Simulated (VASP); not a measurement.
# Si5C4 in VASP: single point with PBE

Aim: the single point of Si5C4 with PBE.

All numbers are computed with VASP 6.6.1; they aren't measurements. Logs are shortened: lines on timing, memory, paths and dates and some standing lists are left out, and cuts for length are marked.

## (1) The cell of the first run

The cell holds a slab with vacuum, 9 atoms: a = 3.092 Å, b = 5.074 Å, c = 18.969 Å, α = 90.00°, β = 90.00°, γ = 90.00°.

## (2) Single point, PBE, collinear spin

INCAR

```
ALGO = Normal ; AMIX = 0.1
AMIX_MAG = 0.4 ; BMIX = 1E-4
BMIX_MAG = 1E-4 ; DIPOL = 0.5 0.5 0.325
EDIFF = 1E-6 ; ENCUT = 640
GGA = PE ; GGA_COMPAT = False
IDIPOL = 3 ; ISIF = 2
ISMEAR = 0 ; ISPIN = 2
KPAR = 4 ; LASPH = True
LCHARG = False ; LDIPOL = True
LORBIT = 11 ; LREAL = False
LWAVE = False ; MAGMOM = 0 0 0 0 2 0 0 0 0
NBANDS = 32 ; NELM = 300
NELMDL = -8 ; PREC = Accurate
SIGMA = 0.05
```

KPOINTS

```
k-points
0
Gamma
  9 5 1
```

POSCAR

```
Si5C4
1.0
    3.0920147377      0.0000000000      0.0000000000
    0.0000000000      5.0738209500      0.0000000000
    0.0000000000      0.0000000000     18.9686852044
Si C
5 4
Direct
    0.0000000000      0.9954360498      0.2108738669
    0.5000000000      0.4954360498      0.2579297257
    0.5000000000      0.9936729075      0.3565277077
    0.0000000000      0.4650510040      0.3853429996
    0.1666666667      0.9571536666      0.4906956769
    0.0000000000      0.6195639502      0.2108738669
    0.5000000000      0.1195639502      0.2579297257
    0.5000000000      0.6250368441      0.3569005348
    0.0000000000      0.1238203333      0.3937376325
```

Potentials or basis: VASP PAW PBE potentials, release 64 (Si, C).

Command:

```sh
$ cat potpaw_PBE.64/Si/POTCAR potpaw_PBE.64/C/POTCAR > POTCAR
$ mpirun -np 4 vasp_std > vasp.out
```

OUTCAR:

```text
AMIX = 0.1
   AMIX_MAG = 0.4
   EDIFF = 1E-6
   ENCUT = 640
   GGA = PE
   ISIF = 2
   ISMEAR = 0
   ISPIN = 2
   LASPH = True
   LORBIT = 11
   LREAL = False
   NELM = 300
   NELMDL = -8
   PREC = Accurate

 ion  position               nearest neighbor table
   1  0.000  0.995  0.211-   7 1.89   7 1.89   6 1.91   2 3.10   2 3.10   2 3.10   2 3.10
   2  0.500  0.495  0.258-   6 1.89   6 1.89   7 1.91   8 1.99   4 2.87   4 2.87   1 3.10   1 3.10
                             1 3.10   1 3.10   3 3.14
   3  0.500  0.994  0.357-   9 1.82   9 1.82   8 1.87   7 1.98   5 2.75   4 2.90   4 2.90   4 3.14
                             4 3.14   2 3.14
   4  0.000  0.465  0.385-   9 1.74   8 1.83   8 1.83   2 2.87   2 2.87   3 2.90   3 2.90   3 3.14
                             3 3.14
   5  0.167  0.957  0.491-   9 2.09   3 2.75
   6  0.000  0.620  0.211-   2 1.89   2 1.89   1 1.91
   7  0.500  0.120  0.258-   1 1.89   1 1.89   2 1.91   3 1.98
   8  0.500  0.625  0.357-   4 1.83   4 1.83   3 1.87   2 1.99
   9  0.000  0.124  0.394-   4 1.74   3 1.82   3 1.82   5 2.09

  LATTYP: Found a simple orthorhombic cell.
 ALAT       =     3.0920147377
 B/A-ratio  =     1.6409433267
 C/A-ratio  =     6.1347331153

  Lattice vectors:

 A1 = (   3.0920147377,   0.0000000000,   0.0000000000)
 A2 = (   0.0000000000,   5.0738209500,   0.0000000000)
 A3 = (   0.0000000000,   0.0000000000,  18.9686852044)

Analysis of symmetry for initial positions (statically):
=====================================================================
 Subroutine PRICEL returns:
 Original cell was already a primitive cell.

 Routine SETGRP: Setting up the symmetry group for a
 simple orthorhombic supercell.

 Subroutine GETGRP returns: Found  1 space group operations
 (whereof  1 operations were pure point group operations)
 out of a pool of  8 trial point group operations.

The static configuration has the point symmetry C_1 .

Analysis of symmetry for dynamics (positions and initial velocities):
=====================================================================
 Subroutine PRICEL returns:
 Original cell was already a primitive cell.

 Routine SETGRP: Setting up the symmetry group for a
 simple orthorhombic supercell.

 Subroutine GETGRP returns: Found  1 space group operations
 (whereof  1 operations were pure point group operations)
 out of a pool of  8 trial point group operations.

The dynamic configuration has the point symmetry C_1 .

Analysis of structural, dynamic, and magnetic symmetry:
=====================================================================
 Subroutine PRICEL returns:
 Original cell was already a primitive cell.

 Routine SETGRP: Setting up the symmetry group for a
 simple orthorhombic supercell.

 Subroutine GETGRP returns: Found  1 space group operations
 (whereof  1 operations were pure point group operations)
 out of a pool of  8 trial point group operations.

The overall configuration has the point symmetry C_1 .

 Subroutine INISYM returns: Found  1 space group operations
 (whereof  1 operations are pure point group operations),
 and found     1 'primitive' translations

----------------------------------------------------------------------------------------

                                     Primitive cell

  volume of cell :     297.5870

  direct lattice vectors                    reciprocal lattice vectors
     3.092014738  0.000000000  0.000000000     0.323413724  0.000000000  0.000000000
     0.000000000  5.073820950  0.000000000     0.000000000  0.197090124  0.000000000
     0.000000000  0.000000000 18.968685204     0.000000000  0.000000000  0.052718467

  length of vectors
     3.092014738  5.073820950 18.968685204     0.323413724  0.197090124  0.052718467

  position of ions in fractional coordinates (direct lattice)
     0.000000000  0.995436050  0.210873867
     0.500000000  0.495436050  0.257929726
     0.500000000  0.993672907  0.356527708
     0.000000000  0.465051004  0.385343000
[... 78 lines left out ...]
   PREC   = accura    normal or accurate (medium, high low for compatibility)
   ISTART =      0    job   : 0-new  1-cont  2-samecut
   ICHARG =      2    charge: 1-file 2-atom 10-const
   ISPIN  =      2    spin polarized calculation?
   LNONCOLLINEAR =      F non collinear calculations
   LSORBIT =      F    spin-orbit coupling
   LASPH  =      T    aspherical Exc in radial PAW
   ENCUT  =  640.0 eV  47.04 Ry    6.86 a.u.   6.38 10.47 39.13*2*pi/ulx,y,z
   NELM   =    300;   NELMIN=  2; NELMDL= -8     # of ELM steps
   EDIFF  = 0.1E-05   stopping-criterion for ELM
   LREAL  =      F    real-space projection
   EDIFFG = 0.1E-04   stopping-criterion for IOM
   NSW    =      0    number of steps for IOM
   IBRION =     -1    ionic relax: 0-MD 1-quasi-New 2-CG
   NFREE  =      0    steps in history (QN), initial steepest desc. (CG)
   ISIF   =      2    stress and relaxation
   ISYM   =      2    0-nonsym 1-usesym 2-fastsym
   POTIM  = 0.5000    time-step for ionic-motion
   TEBEG  =    0.0;   TEEND  =   0.0 temperature during run
   PSTRESS=    0.0 pullay stress
   NELECT =      36.0000    total number of electrons
   NUPDOWN=      -1.0000    fix difference up-down
   EMIN   =  10.00;   EMAX   =-10.00  energy-range for DOS
   EFERMI =   0.00;   METHOD = LEGACY
   ISMEAR =     0;   SIGMA  =   0.05  broadening in eV -4-tet -1-fermi 0-gaus
   EFERMI_NEDOS =   21; number of points for ismear=-14 and -15
   IALGO  =     38    algorithm
   IMIX   =      4    mixing-type and parameters
     AMIX     =   0.10;   BMIX     =  0.00
     AMIX_MAG =   0.40;   BMIX_MAG =  0.00
  volume/ion in A,a.u.               =      33.07       223.14
  Fermi-wavevector in a.u.,A,eV,Ry     =   0.809663  1.530041  8.919359  0.655554
  Thomas-Fermi vector in A             =   1.918696
   LORBIT       =     11    0 simple, 1 ext, 2 COOP (PROOUT), +10 PAW based schemes
   GGA     = PE    functional components
   LHFCALC =     F    Hartree Fock is set to
   AEXX    =    0.0000 exact exchange contribution
   IVDW    =     0    specifies the selected vdW correction
   LEPSILON=     F    determine dielectric tensor
   LRPA    =     F    only Hartree local field effects (RPA)
 spin polarized calculation
 Gauss-broadening in eV      SIGMA  =   0.05
  energy-cutoff  :      640.00
  volume of cell :      297.59
 maximum number of plane-waves:     11015
 NGX is ok and might be reduce to    28
   NGX = 13   NGY = 21   NGZ = 79

 dipolmoment           0.000000      0.000000      0.003771 electrons x Angstroem

 number of electron      36.0000000 magnetization       0.5463233

 dipolmoment           0.000000      0.000000     -0.019655 electrons x Angstroem

 Free energy of the ion-electron system (eV)
  ---------------------------------------------------
  ext. energy  EPLUGINS =         0.00000000
  ---------------------------------------------------
  free energy    TOTEN  =       -58.98705665 eV

  energy without entropy =      -58.98336651  energy(sigma->0) =      -58.98521158

 E-fermi :  -0.0415     XC(G=0):  -4.8213

 val. band max:       -0.0793352564   @ k =   0.1111   0.0000   0.0000
 cond. band min:      -0.0370274479   @ k =   0.3333   0.0000   0.0000
 fundamental gap:      0.0423078085
 Fermi energy:        -0.0415346057

 spin component 1

 k-point     1 :       0.0000    0.0000    0.0000
  band No.  band energies     occupation
      1     -16.4992      1.00000
      2     -14.2537      1.00000
      3     -13.1228      1.00000
      4     -11.0474      1.00000
      5      -9.9312      1.00000
      6      -8.7818      1.00000
[... 748 lines left out ...]
     29       6.0346      0.00000
     30       6.3598      0.00000
 Fermi energy:        -0.0415346057

 spin component 2

 k-point     1 :       0.0000    0.0000    0.0000
  band No.  band energies     occupation
      1     -16.4639      1.00000
      2     -14.2221      1.00000
      3     -13.0915      1.00000
      4     -11.0677      1.00000
      5      -9.8920      1.00000
      6      -8.6682      1.00000
[... 748 lines left out ...]
     29       6.1100      0.00000
     30       6.4671      0.00000
 [bands above 30 left out]

------------------------ aborting loop because EDIFF is reached ----------------------------------------

 vacuum level on the upper side and lower side of the slab       (xc-potential included)        -0.202         0.048

  FORCE on cell =-STRESS in cart. coord.  units (eV):
  Direction    XX          YY          ZZ          XY          YZ          ZX
  --------------------------------------------------------------------------------------
  -------------------------------------------------------------------------------------
  Total        0.3355997     -1.0416853     -1.3099344      0.8415475      0.3092963     -2.2606169
  in kB        1.8068338     -5.6083250     -7.0525507      4.5308041      1.6652191    -12.1709261
  external PRESSURE =      -3.6180140 kB  Pullay stress =       0.0000000 kB

 VOLUME and BASIS-vectors are now :
 -----------------------------------------------------------------------------
  energy-cutoff  :      640.00
  volume of cell :      297.59
      direct lattice vectors                 reciprocal lattice vectors
     3.092014738  0.000000000  0.000000000     0.323413724  0.000000000  0.000000000
     0.000000000  5.073820950  0.000000000     0.000000000  0.197090124  0.000000000
     0.000000000  0.000000000 18.968685204     0.000000000  0.000000000  0.052718467

 POSITION                                       TOTAL-FORCE (eV/Angst)
 -----------------------------------------------------------------------------------
      0.00000      5.05066      4.00000        -0.021381     -1.894779      1.578114
      1.54601      2.51375      4.89259         0.035305      0.781175     -2.781095
      1.54601      5.04172      6.76286         0.173929     -0.694245     -2.323184
      0.00000      2.35959      7.30945         0.142292      2.675176      1.468533
      0.51534      4.85643      9.30785        -1.042298     -0.181774     -0.011784
      0.00000      3.14356      4.00000        -0.027419      1.059687      1.521994
      1.54601      0.60665      4.89259         0.084597      0.256432     -0.201450
      1.54601      3.17133      6.76993         0.083550     -0.509564     -0.665003
      0.00000      0.62824      7.46869         0.571424     -1.492109      1.413875
 -----------------------------------------------------------------------------------
    total drift:                                0.000020      0.000017      0.000525

  FREE ENERGIE OF THE ION-ELECTRON SYSTEM (eV)
  ---------------------------------------------------
  free  energy   TOTEN  =       -58.9870566457 eV

  energy  without entropy=      -58.9833665125  energy(sigma->0) =      -58.98521158

 vacuum level on the upper side and lower side of the slab         4.484         4.744

 total charge

# of ion       s       p       d       tot
------------------------------------------
    1        0.747   0.870   0.000   1.617
    2        0.710   0.925   0.000   1.635
    3        0.712   0.968   0.000   1.680
    4        0.741   0.979   0.000   1.720
    5        0.899   0.611   0.000   1.510
    6        0.856   1.528   0.000   2.385
    7        0.844   1.639   0.000   2.483
    8        0.849   1.691   0.000   2.541
    9        0.854   1.735   0.000   2.588
--------------------------------------------------
tot          7.212  10.947   0.000  18.159

 magnetization (x)

# of ion       s       p       d       tot
------------------------------------------
    1        0.026   0.072   0.000   0.098
    2        0.002   0.008   0.000   0.010
    3        0.002   0.007   0.000   0.009
    4        0.006   0.032   0.000   0.037
    5        0.003   0.048   0.000   0.051
    6       -0.001  -0.033   0.000  -0.034
    7        0.002   0.007   0.000   0.009
    8        0.002   0.002   0.000   0.004
    9        0.001   0.007   0.000   0.009
--------------------------------------------------
tot          0.043   0.150   0.000   0.193
```

Run time: 6.7 min. Hardware: 4 MPI ranks of Intel Xeon Platinum 8375C at 2.90GHz (Ice Lake), shared host; peak memory 0.88 GiB.

What came out:

* Free energy: -58.9871 eV
* Largest force: 3.055 eV/Å
* Net moment: 0.55 μB per cell
* Site moments: Si +0.10, +0.01, +0.04, +0.05 (each value once); C -0.03, +0.01, +0.00 (each value once) μB
* Valence electrons inside the program's atomic spheres: Si 1.62, 1.64, 1.68, 1.72, 1.51; C 2.38, 2.48, 2.54, 2.59

Forces in eV/Å, atoms in the order of the input:
```
Si  -0.021 -1.895  1.578
Si   0.035  0.781 -2.781
Si   0.174 -0.694 -2.323
Si   0.142  2.675  1.469
Si  -1.042 -0.182 -0.012
C   -0.027  1.060  1.522
C    0.085  0.256 -0.201
C    0.084 -0.510 -0.665
C    0.571 -1.492  1.414
```

Caveat: a moment this small can come from the mesh or the smearing.
